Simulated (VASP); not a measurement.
# PtSe (F-43m) in VASP: further runs

The runs below take PtSe through single point, with PBE+U.

Everything below comes from runs of VASP 6.6.1. Logs are shortened: lines on timing, memory, paths and dates and some standing lists are left out, and cuts for length are marked.

### Step 1. The cell of the first run

It takes space group F-43m (No. 216, cubic). Conventional cell: a = 6.075 Å, b = 6.075 Å, c = 6.075 Å, α = 90.00°, β = 90.00°, γ = 90.00°. Pt (site symmetry -43m) has 4 Se at 2.63 Å within 3.5 Å. Within 3.5 Å of Se (site symmetry -43m) lie 4 Pt at 2.63 Å.

### Step 2. Single point, PBE+U, collinear spin, ferromagnetic start

The input, INCAR:

```
PREC = Accurate ; ENCUT = 520
EDIFF = 1E-7 ; ISMEAR = 0
SIGMA = 0.05 ; LREAL = False
LASPH = True ; NELM = 150
ALGO = Normal ; ISIF = 2
LWAVE = False ; LCHARG = False
ISPIN = 2 ; MAGMOM = 2 0
LORBIT = 11 ; LMAXMIX = 4
LDAU = True ; LDAUTYPE = 1
LDAUL = 2 -1 ; LDAUU = 7 0
LDAUJ = 0.9 0 ; LDAUPRINT = 1
GGA = PE ; NBANDS = 19
```

The input, KPOINTS:

```
regular mesh
0
Gamma
  5 5 5
```

The input, POSCAR:

```
PtSe
1.0
    0.0000000000      3.0374472300      3.0374472300
    3.0374472300      0.0000000000      3.0374472300
    3.0374472300      3.0374472300      0.0000000000
Pt Se
1 1
Direct
    0.0000000000      0.0000000000      0.0000000000
    0.2500000000      0.2500000000      0.2500000000
```

Potentials or basis: VASP PAW PBE potentials, release 64 (Pt, Se).

Run with:

```bash
$ cat potpaw_PBE.64/Pt/POTCAR potpaw_PBE.64/Se/POTCAR > POTCAR
$ mpirun -np 1 vasp_std > vasp.out
```

OUTCAR:

```text
PREC = Accurate
   ENCUT = 520
   EDIFF = 1E-7
   ISMEAR = 0
   LREAL = False
   LASPH = True
   NELM = 150
   ISIF = 2
   ISPIN = 2
   LORBIT = 11
   GGA = PE

 ion  position               nearest neighbor table
   1  0.000  0.000  0.000-   2 2.63   2 2.63   2 2.63   2 2.63
   2  0.250  0.250  0.250-   1 2.63   1 2.63   1 2.63   1 2.63

  LATTYP: Found a face centered cubic cell.
 ALAT       =     6.0748944600

  Lattice vectors:

 A1 = (   0.0000000000,   3.0374472300,   3.0374472300)
 A2 = (   3.0374472300,   0.0000000000,   3.0374472300)
 A3 = (   3.0374472300,   3.0374472300,   0.0000000000)

Analysis of symmetry for initial positions (statically):
=====================================================================
 Subroutine PRICEL returns:
 Original cell was already a primitive cell.

 Routine SETGRP: Setting up the symmetry group for a
 face centered cubic supercell.

 Subroutine GETGRP returns: Found 24 space group operations
 (whereof 24 operations were pure point group operations)
 out of a pool of 48 trial point group operations.

The static configuration has the point symmetry T_d .

Analysis of symmetry for dynamics (positions and initial velocities):
=====================================================================
 Subroutine PRICEL returns:
 Original cell was already a primitive cell.

 Routine SETGRP: Setting up the symmetry group for a
 face centered cubic supercell.

 Subroutine GETGRP returns: Found 24 space group operations
 (whereof 24 operations were pure point group operations)
 out of a pool of 48 trial point group operations.

The dynamic configuration has the point symmetry T_d .

Analysis of structural, dynamic, and magnetic symmetry:
=====================================================================
 Subroutine PRICEL returns:
 Original cell was already a primitive cell.

 Routine SETGRP: Setting up the symmetry group for a
 face centered cubic supercell.

 Subroutine GETGRP returns: Found 24 space group operations
 (whereof 24 operations were pure point group operations)
 out of a pool of 48 trial point group operations.

The overall configuration has the point symmetry T_d .

 Subroutine INISYM returns: Found 24 space group operations
 (whereof 24 operations are pure point group operations),
 and found     1 'primitive' translations

----------------------------------------------------------------------------------------

                                     Primitive cell

  volume of cell :      56.0475

  direct lattice vectors                    reciprocal lattice vectors
     0.000000000  3.037447230  3.037447230    -0.164611913  0.164611913  0.164611913
     3.037447230  0.000000000  3.037447230     0.164611913 -0.164611913  0.164611913
     3.037447230  3.037447230  0.000000000     0.164611913  0.164611913 -0.164611913

  length of vectors
     4.295599068  4.295599068  4.295599068     0.285116197  0.285116197  0.285116197

  position of ions in fractional coordinates (direct lattice)
     0.000000000  0.000000000  0.000000000
     0.250000000  0.250000000  0.250000000

  ion indices of the primitive-cell ions
   primitive index   ion index
                 1           1
                 2           2

----------------------------------------------------------------------------------------

 KPOINTS: regular mesh

Automatic generation of k-mesh.
 Grid dimensions read from file:
 generate k-points for:    5    5    5

 Generating k-lattice:

  Cartesian coordinates                     Fractional coordinates (reciprocal lattice)
    -0.032922383  0.032922383  0.032922383     0.200000000  0.000000000  0.000000000
     0.032922383 -0.032922383  0.032922383     0.000000000  0.200000000  0.000000000
     0.032922383  0.032922383 -0.032922383     0.000000000  0.000000000  0.200000000

  Length of vectors
     0.057023239  0.057023239  0.057023239

  Shift w.r.t. Gamma in fractional coordinates (k-lattice)
     0.000000000  0.000000000  0.000000000

 Subroutine IBZKPT returns following result:
 ===========================================

 Found     10 irreducible k-points:

 Following reciprocal coordinates:
            Coordinates               Weight
  0.000000  0.000000  0.000000      1.000000
  0.200000  0.000000  0.000000      8.000000
  0.400000  0.000000  0.000000      8.000000
  0.200000  0.200000  0.000000      6.000000
  0.400000  0.200000  0.000000     24.000000
 -0.400000  0.200000  0.000000     24.000000
 -0.200000  0.200000  0.000000     12.000000
  0.400000  0.400000  0.000000      6.000000
 -0.400000  0.400000  0.000000     12.000000
 -0.400000  0.400000  0.200000     24.000000
   k-points           NKPTS =     10   k-points in BZ     NKDIM =     10   number of bands    NBANDS=     19
   number of dos      NEDOS =    301   number of ions     NIONS =      2
   total plane-waves  NPLWV =  32768
   dimension x,y,z NGX =    32 NGY =   32 NGZ =   32
   dimension x,y,z NGXF=    64 NGYF=   64 NGZF=   64
   ions per type =               1   1
   NGX,Y,Z   is equivalent  to a cutoff of  12.38, 12.38, 12.38 a.u.
   NGXF,Y,Z  is equivalent  to a cutoff of  24.77, 24.77, 24.77 a.u.
 SYSTEM =  unknown system
   PREC   = accura    normal or accurate (medium, high low for compatibility)
   ISTART =      0    job   : 0-new  1-cont  2-samecut
   ICHARG =      2    charge: 1-file 2-atom 10-const
   ISPIN  =      2    spin polarized calculation?
   LNONCOLLINEAR =      F non collinear calculations
   LSORBIT =      F    spin-orbit coupling
   LASPH  =      T    aspherical Exc in radial PAW
   ENCUT  =  520.0 eV  38.22 Ry    6.18 a.u.   7.99  7.99  7.99*2*pi/ulx,y,z
   NELM   =    150;   NELMIN=  2; NELMDL= -5     # of ELM steps
   EDIFF  = 0.1E-06   stopping-criterion for ELM
   LREAL  =      F    real-space projection
   EDIFFG = 0.1E-05   stopping-criterion for IOM
   NSW    =      0    number of steps for IOM
   IBRION =     -1    ionic relax: 0-MD 1-quasi-New 2-CG
   NFREE  =      0    steps in history (QN), initial steepest desc. (CG)
   ISIF   =      2    stress and relaxation
   ISYM   =      2    0-nonsym 1-usesym 2-fastsym
   POTIM  = 0.5000    time-step for ionic-motion
   TEBEG  =    0.0;   TEEND  =   0.0 temperature during run
   PSTRESS=    0.0 pullay stress
   NELECT =      16.0000    total number of electrons
[... 13 lines left out ...]
 LDA+U is selected, type is set to LDAUTYPE =  1
   angular momentum for each species LDAUL =     2   -1
   U (eV)           for each species LDAUU =   7.0  0.0
   J (eV)           for each species LDAUJ =   0.9  0.0
   GGA     = PE    functional components
   LHFCALC =     F    Hartree Fock is set to
   AEXX    =    0.0000 exact exchange contribution
   IVDW    =     0    specifies the selected vdW correction
   LEPSILON=     F    determine dielectric tensor
   LRPA    =     F    only Hartree local field effects (RPA)
 spin polarized calculation
 Gauss-broadening in eV      SIGMA  =   0.05
  energy-cutoff  :      520.00
  volume of cell :       56.05
 maximum number of plane-waves:      1524
   NGX = 15   NGY = 15   NGZ = 15

atom =   1  type =  1  l = 2

 onsite density matrix

spin component  1

  0.9088  0.0000 -0.0000 -0.0000 -0.0000
  0.0000  0.9088 -0.0000  0.0000 -0.0000
 -0.0000 -0.0000  0.9388  0.0000 -0.0000
 -0.0000  0.0000  0.0000  0.9088  0.0000
 -0.0000 -0.0000 -0.0000  0.0000  0.9388

spin component  2

  0.7535  0.0000  0.0000  0.0000  0.0000
  0.0000  0.7535 -0.0000 -0.0000 -0.0000
  0.0000 -0.0000  0.9148  0.0000  0.0000
  0.0000 -0.0000  0.0000  0.7535 -0.0000
  0.0000 -0.0000  0.0000 -0.0000  0.9148

 occupancies and eigenvectors

  o =  0.7535  v =  0.0000  0.0000  0.0000  0.0000  0.0000  0.0000 -0.0092  0.0000 -1.0000  0.0000      0.0000  0.0000  0.0000  0.0000  0.0000  0.0000  0.0000  0.0000  0.0000  0.0000
  o =  0.7535  v =  0.0000  0.0000  0.0000  0.0000  0.0000  0.0000  1.0000 -0.0000 -0.0092 -0.0000      0.0000  0.0000  0.0000  0.0000  0.0000  0.0000  0.0000  0.0000  0.0000  0.0000
  o =  0.7535  v =  0.0000  0.0000  0.0000  0.0000  0.0000  1.0000  0.0000  0.0000  0.0000  0.0000      0.0000  0.0000  0.0000  0.0000  0.0000  0.0000  0.0000  0.0000  0.0000  0.0000
  o =  0.9088  v =  0.0000  0.2449  0.0000 -0.9695 -0.0000  0.0000  0.0000  0.0000  0.0000  0.0000      0.0000  0.0000  0.0000  0.0000  0.0000  0.0000  0.0000  0.0000  0.0000  0.0000
  o =  0.9088  v =  1.0000  0.0000  0.0000  0.0000  0.0000  0.0000  0.0000  0.0000  0.0000  0.0000      0.0000  0.0000  0.0000  0.0000  0.0000  0.0000  0.0000  0.0000  0.0000  0.0000
  o =  0.9088  v =  0.0000  0.9695  0.0000  0.2449 -0.0000  0.0000  0.0000  0.0000  0.0000  0.0000      0.0000  0.0000  0.0000  0.0000  0.0000  0.0000  0.0000  0.0000  0.0000  0.0000
  o =  0.9148  v =  0.0000  0.0000  0.0000  0.0000  0.0000  0.0000 -0.0000 -0.9292 -0.0000 -0.3696      0.0000  0.0000  0.0000  0.0000  0.0000  0.0000  0.0000  0.0000  0.0000  0.0000
  o =  0.9148  v =  0.0000  0.0000  0.0000  0.0000  0.0000  0.0000 -0.0000 -0.3696 -0.0000  0.9292      0.0000  0.0000  0.0000  0.0000  0.0000  0.0000  0.0000  0.0000  0.0000  0.0000
  o =  0.9388  v =  0.0000  0.0000 -0.0689 -0.0000  0.9976  0.0000  0.0000  0.0000  0.0000  0.0000      0.0000  0.0000  0.0000  0.0000  0.0000  0.0000  0.0000  0.0000  0.0000  0.0000
  o =  0.9388  v =  0.0000  0.0000 -0.9976 -0.0000 -0.0689  0.0000  0.0000  0.0000  0.0000  0.0000      0.0000  0.0000  0.0000  0.0000  0.0000  0.0000  0.0000  0.0000  0.0000  0.0000

 number of electron      16.0000002 magnetization       0.8800538

 Free energy of the ion-electron system (eV)
  ---------------------------------------------------
  ext. energy  EPLUGINS =         0.00000000
  ---------------------------------------------------
  free energy    TOTEN  =        -5.06404872 eV

  energy without entropy =       -5.06075358  energy(sigma->0) =       -5.06240115

 E-fermi :   2.3999     XC(G=0):  -9.0206

 val. band max:        2.3962040015   @ k =  -0.4000   0.2000   0.0000
 cond. band min:       2.4612402885   @ k =  -0.4000   0.4000   0.2000
 fundamental gap:      0.0650362871
 Fermi energy:         2.3999242079

 spin component 1

 k-point     1 :       0.0000    0.0000    0.0000
  band No.  band energies     occupation
      1     -10.8676      1.00000
      2      -2.6176      1.00000
      3      -2.6176      1.00000
      4      -2.6176      1.00000
      5      -0.9217      1.00000
      6      -0.9217      1.00000
[... 11 lines left out ...]
     18      15.5199      0.00000
     19      15.5199      0.00000
[... 180 lines left out ...]
      2      -2.3610      1.00000
      3      -2.0720      1.00000
      4      -1.7442      1.00000
      5      -0.9436      1.00000
      6      -0.7713      1.00000
[... 11 lines left out ...]
     18      18.0077      0.00000
     19      19.1932      0.00000
 Fermi energy:         2.3999242079

 spin component 2

 k-point     1 :       0.0000    0.0000    0.0000
  band No.  band energies     occupation
      1     -10.6117      1.00000
      2      -1.6638      1.00000
      3      -1.6638      1.00000
      4      -1.6638      1.00000
      5      -0.6708      1.00000
      6      -0.6708      1.00000
[... 11 lines left out ...]
     18      15.7915      0.00000
     19      15.7915      0.00000
[... 181 lines left out ...]
      3      -1.5304      1.00000
      4      -0.9317      1.00000
      5      -0.3708      1.00000
      6      -0.1503      1.00000
[... 11 lines left out ...]
     18      18.2171      0.00000
     19      19.3888      0.00000

------------------------ aborting loop because EDIFF is reached ----------------------------------------

  FORCE on cell =-STRESS in cart. coord.  units (eV):
  Direction    XX          YY          ZZ          XY          YZ          ZX
  --------------------------------------------------------------------------------------
  -------------------------------------------------------------------------------------
  Total       -4.2161443     -4.2161443     -4.2161443      0.0000000      0.0000000      0.0000000
  in kB     -120.5229715   -120.5229715   -120.5229715      0.0000000      0.0000000      0.0000000
  external PRESSURE =    -120.5229715 kB  Pullay stress =       0.0000000 kB

 VOLUME and BASIS-vectors are now :
 -----------------------------------------------------------------------------
  energy-cutoff  :      520.00
  volume of cell :       56.05
      direct lattice vectors                 reciprocal lattice vectors
     0.000000000  3.037447230  3.037447230    -0.164611913  0.164611913  0.164611913
     3.037447230  0.000000000  3.037447230     0.164611913 -0.164611913  0.164611913
     3.037447230  3.037447230  0.000000000     0.164611913  0.164611913 -0.164611913

 POSITION                                       TOTAL-FORCE (eV/Angst)
 -----------------------------------------------------------------------------------
      0.00000      0.00000      0.00000         0.000000     -0.000000      0.000000
      1.51872      1.51872      1.51872        -0.000000      0.000000      0.000000
 -----------------------------------------------------------------------------------
    total drift:                               -0.000000     -0.000000     -0.000000

  FREE ENERGIE OF THE ION-ELECTRON SYSTEM (eV)
  ---------------------------------------------------
  free  energy   TOTEN  =        -5.0640487156 eV

  energy  without entropy=       -5.0607535755  energy(sigma->0) =       -5.06240115

 total charge

# of ion       s       p       d       tot
------------------------------------------
    1        0.503   0.287   8.632   9.422
    2        1.477   2.096   0.055   3.628
--------------------------------------------------
tot          1.981   2.383   8.687  13.050

 magnetization (x)

# of ion       s       p       d       tot
------------------------------------------
    1        0.018   0.038   0.511   0.567
    2        0.015   0.187   0.001   0.203
--------------------------------------------------
tot          0.033   0.225   0.512   0.770
```

Wall time 23 s (1 thread of Intel Xeon Platinum 8488C (Sapphire Rapids), shared host); peak memory 0.2 GiB.

What came out:

```
Free energy                                           : -5.0640 eV
Pressure                                              : -12.1 GPa
Net moment                                            : 0.88 μB per cell
Site moments                                          : Pt +0.57; Se +0.20 μB
Valence electrons inside the program's atomic spheres : Pt 9.42; Se 3.63
```

Eigenvalues of the final occupation matrices:
| site | spin | trace | eigenvalues |
| --- | --- | --- | --- |
| site 1 d | 1 | 4.60 | 0.91 0.91 0.91 0.94 0.94 |
| site 1 d | 2 | 4.09 | 0.75 0.75 0.75 0.91 0.91 |

Caveat: spin-orbit coupling is left out, which moves the levels of the heavy elements. The state reached can hang on the start; a lower one may exist.

### Step 3. Single point, PBE+U, collinear spin, ferromagnetic start

The input, INCAR:

```
ALGO = Normal
EDIFF = 1E-6
ENCUT = 520
GGA = PE
ISIF = 2
ISMEAR = 0
ISPIN = 2
LASPH = True
LCHARG = False
LDAU = True
LDAUJ = 0.9 0
LDAUL = 2 -1
LDAUPRINT = 1
LDAUTYPE = 1
LDAUU = 7 0
LMAXMIX = 4
LORBIT = 11
LREAL = False
LWAVE = False
MAGMOM = -0.8 -0.09
NBANDS = 19
NELM = 150
PREC = Accurate
SIGMA = 0.05
```

The input, KPOINTS:

```
k-points
0
Gamma
  5 5 5
```

POSCAR is that of step 2.

Potentials or basis: VASP PAW PBE potentials, release 64 (Pt, Se).

Run with:

```bash
$ cat potpaw_PBE.64/Pt/POTCAR potpaw_PBE.64/Se/POTCAR > POTCAR
$ mpirun -np 1 vasp_std > vasp.out
```

It took 17 s on 1 thread of Intel Xeon Platinum 8488C (Sapphire Rapids), shared host; peak memory 0.2 GiB.

It converged, with:

```
Free energy                                           : -5.0640 eV
Pressure                                              : -12.1 GPa
Net moment                                            : -0.88 μB per cell
Site moments                                          : Pt -0.57; Se -0.20 μB
Valence electrons inside the program's atomic spheres : Pt 9.42; Se 3.63
```

Levels at points of the mesh, in eV from the Fermi level:
Spin up:
```csv
k point,band 3,band 4,band 5,band 6,band 7,band 8,band 9,band 10,band 11,band 12
"(0.00, 0.00, 0.00)",-4.06,-4.06,-3.07,-3.07,1.21,2.10,2.10,2.10,7.42,7.42
```
Spin down:
```csv
k point,band 4,band 5,band 6,band 7,band 8,band 9,band 10,band 11,band 12,band 13
"(0.00, 0.00, 0.00)",-5.02,-3.32,-3.32,1.00,1.34,1.34,1.34,7.24,7.24,7.24
```

Eigenvalues of the final occupation matrices:
```tsv
site	spin	trace	eigenvalues
site 1 d	1	4.09	0.75 0.75 0.75 0.91 0.91
site 1 d	2	4.60	0.91 0.91 0.91 0.94 0.94
```

Caveat: spin-orbit coupling is left out, which moves the levels of the heavy elements. The state reached can hang on the start; a lower one may exist.

### Step 4. Single point, PBE+U, collinear spin, ferromagnetic start

The input, INCAR:

```
SYSTEM = PtSe
PREC = Accurate ; ENCUT = 520
EDIFF = 1E-6 ; ISMEAR = 0
SIGMA = 0.05 ; LREAL = .FALSE.
LASPH = .TRUE. ; NELM = 150
ALGO = Normal ; ISIF = 2
LWAVE = .FALSE. ; LCHARG = .TRUE.
ISPIN = 2 ; MAGMOM = 0.81 0.04
LORBIT = 11 ; LMAXMIX = 4
LDAU = .TRUE. ; LDAUTYPE = 1
LDAUL = 2 -1 ; LDAUU = 7 0
LDAUJ = 0.9 0 ; LDAUPRINT = 1
GGA = PE ; LELF = .TRUE.
LVHAR = .TRUE. ; NBANDS = 19
```

The input, KPOINTS:

```
regular mesh
0
G
  5 5 5
  0 0 0
```

POSCAR is that of step 3.

Run with:

```bash
$ cat potpaw_PBE.64/Pt/POTCAR potpaw_PBE.64/Se/POTCAR > POTCAR
$ mpirun -np 1 vasp_std > vasp.out
```

It took 20 s on 1 thread of Intel Xeon Platinum 8488C (Sapphire Rapids), shared host; peak memory 0.2 GiB.

Results (log left out):

- Free energy: -5.0640 eV
- Pressure: -12.1 GPa
- Net moment: 0.88 μB per cell
- Site moments: Pt +0.57; Se +0.20 μB
- Valence electrons inside the program's atomic spheres: Pt 9.42; Se 3.63

Levels at points of the mesh, in eV from the Fermi level:
Spin up:
| k point | band 5 | band 6 | band 7 | band 8 | band 9 | band 10 | band 11 | band 12 |
| --- | --- | --- | --- | --- | --- | --- | --- | --- |
| (0.00, 0.00, 0.00) | -3.32 | -3.32 | 1.00 | 1.34 | 1.34 | 1.34 | 7.24 | 7.24 |
Spin down:
| k point | band 3 | band 4 | band 5 | band 6 | band 7 | band 8 | band 9 | band 10 | band 11 | band 12 |
| --- | --- | --- | --- | --- | --- | --- | --- | --- | --- | --- |
| (0.00, 0.00, 0.00) | -4.06 | -4.06 | -3.07 | -3.07 | 1.21 | 2.10 | 2.10 | 2.10 | 7.42 | 7.42 |

Eigenvalues of the final occupation matrices:
```
    site  spin  trace               eigenvalues
site 1 d     1   4.60  0.91 0.91 0.91 0.94 0.94
site 1 d     2   4.09  0.75 0.75 0.75 0.91 0.91
```

Caveat: spin-orbit coupling is left out, which moves the levels of the heavy elements. The state reached can hang on the start; a lower one may exist.

### Step 5. Single point, PBE+U, collinear spin, ferromagnetic start

The input, INCAR:

```
  PREC = Accurate
  ENCUT = 520
  EDIFF = 1E-7
  ISMEAR = 0
  SIGMA = 0.05
  LREAL = F
  LASPH = T
  NELM = 150
  ALGO = Normal
  ISIF = 2
  LWAVE = F
  LCHARG = F
  ISPIN = 2
  MAGMOM = 0.81 0.04
  LORBIT = 11
  LMAXMIX = 4
  LDAU = T
  LDAUTYPE = 1
  LDAUL = 2 -1
  LDAUU = 7 0
  LDAUJ = 0.9 0
  LDAUPRINT = 1
  GGA = PE
  NBANDS = 19
```

The input, KPOINTS:

```
regular mesh
0
Gamma
  5 5 5
```

POSCAR is that of step 4.

Run with:

```bash
$ cat potpaw_PBE.64/Pt/POTCAR potpaw_PBE.64/Se/POTCAR > POTCAR
$ mpirun -np 1 vasp_std > vasp.out
```

Wall time 19 s (1 thread of Intel Xeon Platinum 8488C (Sapphire Rapids), shared host); peak memory 0.2 GiB.

It converged, with:

- Free energy: -5.0640 eV
- Pressure: -12.1 GPa
- Net moment: 0.88 μB per cell
- Site moments: Pt +0.57; Se +0.20 μB
- Valence electrons inside the program's atomic spheres: Pt 9.42; Se 3.63

Levels at points of the mesh, in eV from the Fermi level:
Spin up:
| k point | band 5 | band 6 | band 7 | band 8 | band 9 | band 10 | band 11 | band 12 |
| --- | --- | --- | --- | --- | --- | --- | --- | --- |
| (0.00, 0.00, 0.00) | -3.32 | -3.32 | 1.00 | 1.34 | 1.34 | 1.34 | 7.24 | 7.24 |
Spin down:
```
           k point  band 5  band 6  band 7  band 8  band 9  band 10
(0.00, 0.00, 0.00)   -3.07   -3.07    1.21    2.10    2.10     2.10
```

Eigenvalues of the final occupation matrices:
| site | spin | trace | eigenvalues |
| --- | --- | --- | --- |
| site 1 d | 1 | 4.60 | 0.91 0.91 0.91 0.94 0.94 |
| site 1 d | 2 | 4.09 | 0.75 0.75 0.75 0.91 0.91 |

Caveat: spin-orbit coupling is left out, which moves the levels of the heavy elements. The state reached can hang on the start; a lower one may exist.
